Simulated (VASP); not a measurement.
CO2:

```
CELL_PARAMETERS angstrom
-1.97473 1.97473 3.01406
1.97473 -1.97473 3.01406
1.97473 1.97473 -3.01406
ATOMIC_POSITIONS crystal
O 0.87500 0.95980 0.58480
O 0.37500 0.29020 0.41520
O 0.04020 0.62500 0.91520
O 0.70980 0.12500 0.08480
C 0.00000 0.00000 0.00000
C 0.75000 0.25000 0.50000
```

| Quantity | Value |
| --- | --- |
| Program | VASP 6.6.1 |
| Task | relaxation of cell and atoms |
| Functional | revPBE |
| Dispersion | D4 |
| Potentials or basis | VASP PAW PBE potentials, release 64 (O, C) |
| Cutoff | 600 eV |
| k mesh | 9 × 9 × 9 |
| Occupations | fermi-dirac, width 0.05 eV |
| Spin | no spin polarisation |

At the start: pressure -1.2 GPa; volume 7.84 Å³/atom.

Where does the relaxation end?

Over 7 steps the energy falls by 2.4 meV/atom and the volume is 7.67 Å³/atom (-2.1 %); space group I-42d (No. 122, to 0.1 Å) before and after.

Step by step:
```tsv
step	energy change (eV)	largest force (eV/Å)	pressure (GPa)	volume (Å³)
1	0.0000	0.2330	-1.22	47.01
2	-0.0106	0.0684	-1.19	46.61
3	-0.0125	0.0435	-1.13	46.34
4	-0.0120	0.1046	1.75	45.82
5	-0.0134	0.0209	0.13	46.12
6	-0.0139	0.0152	0.09	46.09
7	-0.0144	0.0036	-0.02	46.03
```

Final structure:
```
O C
1.0
    -1.95923    1.95923    2.99808
     1.95923   -1.95923    2.99808
     1.95923    1.95923   -2.99808
O C
4 2
Direct
  0.87500 0.95402 0.57902
  0.37500 0.29598 0.42098
  0.04598 0.62500 0.92098
  0.70402 0.12500 0.07902
  0.00000 0.00000 0.00000
  0.75000 0.25000 0.50000
```

Caveat: the PAW data sets were made with another functional, which shifts forces and pressure a little.
